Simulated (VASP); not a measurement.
CuAu:

```
Cu Au
1.0
     2.80000    0.00000    0.00000
     0.00000    2.80000    0.00000
     0.00000    0.00000    3.67000
Cu Au
1 1
Direct
  0.50000 0.50000 0.50000
  0.00000 0.00000 0.00000
```

| Quantity | Value |
| --- | --- |
| Program | VASP 6.6.1 |
| Task | relaxation of cell and atoms |
| Functional | PBE |
| Potentials or basis | VASP PAW PBE potentials, release 64 (Cu, Au) |
| Cutoff | 600 eV |
| k mesh | 2 × 2 × 1, shifted |
| Occupations | gaussian, width 0.1 eV |
| Spin | no spin polarisation |

At the start: pressure 27.2 GPa; volume 14.39 Å³/atom.

Task: How do energy, volume and symmetry change on relaxing?

Result: Over 6 steps the energy falls by 266.0 meV/atom and the volume is 16.96 Å³/atom (+17.9 %); space group P4/mmm (No. 123, to 0.05 Å).

Step by step:
| step | energy change (eV) | largest force (eV/Å) | pressure (GPa) | volume (Å³) |
| --- | --- | --- | --- | --- |
| 1 | 0.0000 | 0.0000 | 27.17 | 28.77 |
| 2 | -0.2279 | 0.0000 | -12.94 | 40.03 |
| 3 | -0.4761 | 0.0000 | -2.83 | 34.38 |
| 4 | -0.5319 | 0.0000 | 0.52 | 33.71 |
| 5 | -0.5319 | 0.0000 | 0.47 | 33.72 |
| 6 | -0.5321 | 0.0000 | -0.15 | 33.92 |

Final structure:
```xyz
2
Lattice="2.8409 0.0000 0.0000 0.0000 2.8409 0.0000 0.0000 0.0000 4.2029" Properties=species:S:1:pos:R:3 pbc="T T T"
Cu    1.4205    1.4205    2.1014
Au    0.0000    2.8409    0.0000
```

Caveat: the k points lie up to 1.49 Å⁻¹ apart in the final cell; the volume moved by over 15 % at a fixed basis, so the end points are rough; the volume moved by +18 % from the deposited cell, more than functionals usually miss.
